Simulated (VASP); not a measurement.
# HOs12 (a cell with a defect) in VASP: single point with LDA

Aim: the single point of HOs12 (a cell with a defect) with LDA.

Program: VASP 6.6.1. These are calculated values, not measurements. Logs are shortened: lines on timing, memory, paths and dates and some standing lists are left out, and cuts for length are marked.

## Step 1: The cell of the first run

The cell holds a defect, 13 atoms: a = 5.480 Å, b = 8.220 Å, c = 4.326 Å, α = 90.00°, β = 90.00°, γ = 120.00°.

## Step 2: Single point, LDA

INCAR

```
SYSTEM = HOs12
PREC     = Accurate       ! precision mode
ENCUT    = 520            ! plane-wave cutoff, eV
EDIFF    = 1E-6           ! SCF threshold, eV
ISMEAR   = -1             ! smearing method
SIGMA    = 0.1            ! smearing width, eV
LREAL    = .FALSE.        ! projectors in reciprocal space
LASPH    = .TRUE.         ! aspherical terms in the spheres
NELM     = 100            ! most SCF steps
ALGO     = Normal         ! electronic algorithm
ISIF     = 2              ! what is computed and relaxed
LWAVE    = .FALSE.        ! write WAVECAR
LCHARG   = .FALSE.        ! write CHGCAR
NBANDS   = 60             ! bands
```

KPOINTS

```
Automatic mesh
0
G
  4 3 4
  0 0 0
```

POSCAR

```
HOs12
1.0
    5.4800000000      0.0000000000      0.0000000000
   -4.1100000000      7.1187290000      0.0000000000
    0.0000000000      0.0000000000      4.3264600000
Os H
12 1
Direct
    0.0017758986      0.0018231230      0.0007013456
    0.1659185719      0.2217525659      0.4995405280
    0.0001545894      0.3331894634      0.0006914273
    0.1621780026      0.5499642235      0.5041683160
   -0.0072244180      0.6640726666     -0.0032095724
    0.1622162924      0.8915000042      0.5038462152
    0.5043649912      0.0055450678     -0.0039571240
    0.6666123517      0.2227620948      0.4998452427
    0.5007836258      0.3342443218      0.0009674481
    0.6646791783      0.5539474779      0.5000646848
    0.5038592178      0.6644423485     -0.0032942609
    0.6742943176      0.8917164599      0.5036089275
    0.3329802807      0.7795725825      0.2564273223
```

Potentials or basis: VASP PAW LDA potentials, release 64 (Os, H).

Command:

```bash
> cat potpaw_LDA.64/Os/POTCAR potpaw_LDA.64/H/POTCAR > POTCAR
> mpirun -np 1 vasp_std > vasp.out
```

OUTCAR:

```text
SYSTEM = HOs12
   PREC = Accurate
   ENCUT = 520
   EDIFF = 1E-6
   ISMEAR = -1
   LREAL = .FALSE.
   LASPH = .TRUE.
   NELM = 100
   ISIF = 2

 ion  position               nearest neighbor table
   1  0.002  0.002  0.001-   6 2.65  12 2.65   2 2.67   6 2.67  12 2.67   2 2.67   3 2.73   9 2.73
                             7 2.74   7 2.74  11 2.75   5 2.75
   2  0.166  0.222  0.500-   1 2.67   1 2.67   3 2.67   9 2.68   3 2.68   9 2.69  12 2.70   6 2.70
                             4 2.71  10 2.73   8 2.74   8 2.74
   3  0.000  0.333  0.001-   4 2.65   4 2.67   2 2.67   8 2.68   2 2.68   8 2.68   7 2.71   1 2.73
                             9 2.74   5 2.74   9 2.74  11 2.74
   4  0.162  0.550  0.504-  13 1.95   3 2.65   3 2.67   5 2.67  11 2.68   8 2.70   2 2.71   5 2.73
                            11 2.73  10 2.74  10 2.74   6 2.81  12 2.81
   5  0.993  0.664  0.997-  13 1.97  10 2.65   4 2.67  10 2.68   6 2.68  11 2.68   9 2.70   4 2.73
                             6 2.73   3 2.74   1 2.75  11 2.80   7 2.81
   6  0.162  0.892  0.504-  13 1.93   1 2.65   1 2.67  12 2.67   5 2.68   7 2.68   2 2.70   5 2.73
                             7 2.73   8 2.74  10 2.75  12 2.81   4 2.81
   7  0.504  0.006  0.996-  13 1.96   8 2.65   8 2.67  12 2.67   6 2.68   3 2.71   9 2.71  12 2.73
                             6 2.73   1 2.74   1 2.74  11 2.80   5 2.81
   8  0.667  0.223  0.500-   7 2.65   7 2.67   9 2.68   3 2.68   9 2.68   3 2.68   4 2.70  10 2.73
                             2 2.74   2 2.74  12 2.74   6 2.74
   9  0.501  0.334  0.001-  10 2.67  10 2.67   8 2.68   2 2.68   8 2.68   2 2.69   5 2.70  11 2.71
                             7 2.71   1 2.73   3 2.74   3 2.74
  10  0.665  0.554  0.500-  11 2.65   5 2.65   9 2.67   9 2.67  11 2.67   5 2.68   8 2.73   2 2.73
                             4 2.74   4 2.74  12 2.75   6 2.75
  11  0.504  0.664  0.997-  13 1.98  10 2.65  10 2.67  12 2.68   4 2.68   5 2.68   9 2.71  12 2.73
                             4 2.73   3 2.74   1 2.75   5 2.80   7 2.80
  12  0.674  0.892  0.504-  13 1.94   1 2.65   1 2.67   7 2.67   6 2.67  11 2.68   2 2.70  11 2.73
                             7 2.73   8 2.74  10 2.75   6 2.81   4 2.81
  13  0.333  0.780  0.256-   6 1.93  12 1.94   4 1.95   7 1.96   5 1.97  11 1.98

  LATTYP: Found a simple monoclinic cell.
 ALAT       =     5.4800000000
 B/A-ratio  =     0.7895000000
 C/A-ratio  =     1.3228756879
 COS(beta)  =    -0.1889822319

  Lattice vectors:

 A1 = (   5.4800000000,   0.0000000000,   0.0000000000)
 A2 = (   0.0000000000,   0.0000000000,   4.3264600000)
 A3 = (  -1.3700000000,  -7.1187290000,   0.0000000000)

Analysis of symmetry for initial positions (statically):
=====================================================================
 Subroutine PRICEL returns:
 Original cell was already a primitive cell.

 Routine SETGRP: Setting up the symmetry group for a
 simple monoclinic supercell.

 Subroutine GETGRP returns: Found  1 space group operations
 (whereof  1 operations were pure point group operations)
 out of a pool of  4 trial point group operations.

The static configuration has the point symmetry C_1 .

Analysis of symmetry for dynamics (positions and initial velocities):
=====================================================================
 Subroutine PRICEL returns:
 Original cell was already a primitive cell.

 Routine SETGRP: Setting up the symmetry group for a
 simple monoclinic supercell.

 Subroutine GETGRP returns: Found  1 space group operations
 (whereof  1 operations were pure point group operations)
 out of a pool of  4 trial point group operations.

The dynamic configuration has the point symmetry C_1 .

 Subroutine INISYM returns: Found  1 space group operations
 (whereof  1 operations are pure point group operations),
 and found     1 'primitive' translations

----------------------------------------------------------------------------------------

                                     Primitive cell

  volume of cell :     168.7780

  direct lattice vectors                    reciprocal lattice vectors
     5.480000000  0.000000000  0.000000000     0.182481752  0.105355886  0.000000000
    -4.110000000  7.118729000  0.000000000     0.000000000  0.140474514  0.000000000
     0.000000000  0.000000000  4.326460000     0.000000000  0.000000000  0.231135848

  length of vectors
     5.480000000  8.220000157  4.326460000     0.210711776  0.140474514  0.231135848

[... 44 lines left out ...]
     0.000000000  0.000000000  0.057783962     0.000000000  0.000000000  0.250000000

  Length of vectors
     0.052677944  0.046824838  0.057783962

  Shift w.r.t. Gamma in fractional coordinates (k-lattice)
     0.000000000  0.000000000  0.000000000

 Subroutine IBZKPT returns following result:
 ===========================================

 Found     26 irreducible k-points:

 Following reciprocal coordinates:
            Coordinates               Weight
  0.000000  0.000000  0.000000      1.000000
  0.250000  0.000000  0.000000      2.000000
  0.500000  0.000000  0.000000      1.000000
  0.000000  0.333333  0.000000      2.000000
  0.250000  0.333333  0.000000      2.000000
  0.500000  0.333333  0.000000      2.000000
[... 16 lines left out ...]
  0.000000  0.333333  0.500000      2.000000
  0.250000  0.333333  0.500000      2.000000
 [... further k-points ...]
   k-points           NKPTS =     26   k-points in BZ     NKDIM =     26   number of bands    NBANDS=     60
   number of dos      NEDOS =    301   number of ions     NIONS =     13
   total plane-waves  NPLWV =  86016
   dimension x,y,z NGX =    42 NGY =   64 NGZ =   32
   dimension x,y,z NGXF=    84 NGYF=  128 NGZF=   64
   ions per type =              12   1
   NGX,Y,Z   is equivalent  to a cutoff of  12.74, 12.94, 12.30 a.u.
   NGXF,Y,Z  is equivalent  to a cutoff of  25.48, 25.89, 24.59 a.u.
 SYSTEM =  HOs12
   PREC   = accura    normal or accurate (medium, high low for compatibility)
   ISTART =      0    job   : 0-new  1-cont  2-samecut
   ICHARG =      2    charge: 1-file 2-atom 10-const
   ISPIN  =      1    spin polarized calculation?
   LNONCOLLINEAR =      F non collinear calculations
   LSORBIT =      F    spin-orbit coupling
   LASPH  =      T    aspherical Exc in radial PAW
   ENCUT  =  520.0 eV  38.22 Ry    6.18 a.u.  10.19 15.28  8.04*2*pi/ulx,y,z
   NELM   =    100;   NELMIN=  2; NELMDL= -5     # of ELM steps
   EDIFF  = 0.1E-05   stopping-criterion for ELM
   LREAL  =      F    real-space projection
   EDIFFG = 0.1E-04   stopping-criterion for IOM
   NSW    =      0    number of steps for IOM
   IBRION =     -1    ionic relax: 0-MD 1-quasi-New 2-CG
   NFREE  =      0    steps in history (QN), initial steepest desc. (CG)
   ISIF   =      2    stress and relaxation
   ISYM   =      2    0-nonsym 1-usesym 2-fastsym
   POTIM  = 0.5000    time-step for ionic-motion
   TEBEG  =    0.0;   TEEND  =   0.0 temperature during run
   PSTRESS=    0.0 pullay stress
   NELECT =      97.0000    total number of electrons
   NUPDOWN=      -1.0000    fix difference up-down
   EMIN   =  10.00;   EMAX   =-10.00  energy-range for DOS
   EFERMI =   0.00;   METHOD = LEGACY
   ISMEAR =    -1;   SIGMA  =   0.10  broadening in eV -4-tet -1-fermi 0-gaus
   EFERMI_NEDOS =   21; number of points for ismear=-14 and -15
   IALGO  =     38    algorithm
   IMIX   =      4    mixing-type and parameters
     AMIX     =   0.40;   BMIX     =  1.00
     AMIX_MAG =   1.60;   BMIX_MAG =  1.00
  volume/ion in A,a.u.               =      12.98        87.61
  Fermi-wavevector in a.u.,A,eV,Ry     =   1.361111  2.572127 25.206464  1.852623
  Thomas-Fermi vector in A             =   2.487715
   LORBIT       =      0    0 simple, 1 ext, 2 COOP (PROOUT), +10 PAW based schemes
   GGA     = CA    functional components
   LHFCALC =     F    Hartree Fock is set to
   AEXX    =    0.0000 exact exchange contribution
   IVDW    =     0    specifies the selected vdW correction
   LEPSILON=     F    determine dielectric tensor
   LRPA    =     F    only Hartree local field effects (RPA)
 non-spin polarized calculation
  energy-cutoff  :      520.00
  volume of cell :      168.78
 maximum number of plane-waves:      4560
 NGX is ok and might be reduce to    42
   NGX = 21   NGY = 31   NGZ = 17

 number of electron      96.9999997 magnetization

 Free energy of the ion-electron system (eV)
  ---------------------------------------------------
  ext. energy  EPLUGINS =         0.00000000
  ---------------------------------------------------
  free energy    TOTEN  =      -154.85802362 eV

  energy without entropy =     -154.67933629  energy(sigma->0) =     -154.76867996

 E-fermi :   9.6220     XC(G=0): -14.1977

 val. band max:        9.5898109298   @ k =  -0.2500   0.3333   0.2500
 cond. band min:       9.6364972000   @ k =   0.2500   0.0000   0.2500
 fundamental gap:      0.0466862702
 Fermi energy:         9.6220300432

 k-point     1 :       0.0000    0.0000    0.0000
  band No.  band energies     occupation
      1      -2.1723      2.00000
      2       0.3124      2.00000
      3       1.6326      2.00000
      4       1.7155      2.00000
      5       2.0785      2.00000
      6       2.3961      2.00000
[... 1501 lines left out ...]
     59      11.2500      0.00000
     60      11.2914      0.00000

 [... further k-points ...]

------------------------ aborting loop because EDIFF is reached ----------------------------------------

  FORCE on cell =-STRESS in cart. coord.  units (eV):
  Direction    XX          YY          ZZ          XY          YZ          ZX
  --------------------------------------------------------------------------------------
  -------------------------------------------------------------------------------------
  Total       -5.6296433     -5.2193198     -4.8408573      0.0175551     -0.0473190     -0.0324039
  in kB      -53.4411443    -49.5460210    -45.9533474      0.1666476     -0.4491902     -0.3076046
  external PRESSURE =     -49.6468375 kB  Pullay stress =       0.0000000 kB

 VOLUME and BASIS-vectors are now :
 -----------------------------------------------------------------------------
  energy-cutoff  :      520.00
  volume of cell :      168.78
      direct lattice vectors                 reciprocal lattice vectors
     5.480000000  0.000000000  0.000000000     0.182481752  0.105355886  0.000000000
    -4.110000000  7.118729000  0.000000000     0.000000000  0.140474514  0.000000000
     0.000000000  0.000000000  4.326460000     0.000000000  0.000000000  0.231135848

 POSITION                                       TOTAL-FORCE (eV/Angst)
 -----------------------------------------------------------------------------------
      0.00224      0.01298      0.00303         0.007418      0.015795     -0.004789
     -0.00217      1.57860      2.16124        -0.024690     -0.032442     -0.040161
     -1.36856      2.37189      0.00299        -0.008039     -0.020015      0.006907
     -1.37162      3.91505      2.18126        -0.021813     -0.059191      0.062493
      2.71107      4.72735      4.31257        -0.051682     -0.007711     -0.047838
     -2.77512      6.34635      2.17987        -0.071098      0.018447      0.079815
      2.74113      0.03947      4.30934         0.010086      0.075926     -0.053127
      2.73748      1.58578      2.16256         0.002622      0.010207     -0.006800
      1.37055      2.37939      0.00419         0.029325      0.020441      0.039453
      1.36572      3.94340      2.16351        -0.002140     -0.009680     -0.000534
      0.03029      4.72999      4.31221         0.060367     -0.001365     -0.050290
      0.03018      6.34789      2.17884         0.042811      0.023990      0.064886
     -1.37931      5.54957      1.10942         0.026832     -0.034403     -0.050015
 -----------------------------------------------------------------------------------
    total drift:                               -0.000014      0.000091      0.000041

  FREE ENERGIE OF THE ION-ELECTRON SYSTEM (eV)
  ---------------------------------------------------
  free  energy   TOTEN  =      -154.8580236240 eV

  energy  without entropy=     -154.6793362907  energy(sigma->0) =     -154.76867996
```

It took 4.1 min on 1 thread of AMD EPYC 7R13 (Zen 3), shared host; peak memory 0.31 GiB.

Results:

- Free energy: -154.8580 eV
- Pressure: -5.0 GPa
- Largest force: 0.108 eV/Å
- Band gap on the k mesh: zero (an odd number of electrons rules out a gap without spin polarisation)

Forces on the atoms (eV/Å):
```
Os   0.007  0.016 -0.005
Os  -0.025 -0.032 -0.040
Os  -0.008 -0.020  0.007
Os  -0.022 -0.059  0.062
Os  -0.052 -0.008 -0.048
Os  -0.071  0.018  0.080
Os   0.010  0.076 -0.053
Os   0.003  0.010 -0.007
Os   0.029  0.020  0.039
Os  -0.002 -0.010 -0.001
Os   0.060 -0.001 -0.050
Os   0.043  0.024  0.065
H    0.027 -0.034 -0.050
```

Stress tensor (GPa, compression positive):
```
-5.34  0.02 -0.03
 0.02 -4.95 -0.04
-0.03 -0.04 -4.60
```

Levels at points of the mesh, in eV from the Fermi level:
```tsv
k point	band 45	band 46	band 47	band 48	band 49	band 50	band 51	band 52
(0.00, 0.00, 0.00)	-0.44	0.09	0.12	0.38	0.39	0.58	0.61	0.71
(0.50, 0.00, 0.00)	-1.02	-0.96	-0.78	-0.68	-0.57	-0.45	-0.26	-0.22
(0.00, 0.00, 0.50)	-1.40	-1.30	-0.60	-0.36	0.62	0.65	0.66	0.68
(0.50, 0.00, 0.50)	-1.65	-1.55	-1.52	-1.42	0.55	0.56	0.61	0.70
```

Caveat: the k points lie up to 0.36 Å⁻¹ apart, too coarse for converged energies and pressures of a metal; spin-orbit coupling is left out, which moves the levels of the heavy elements.
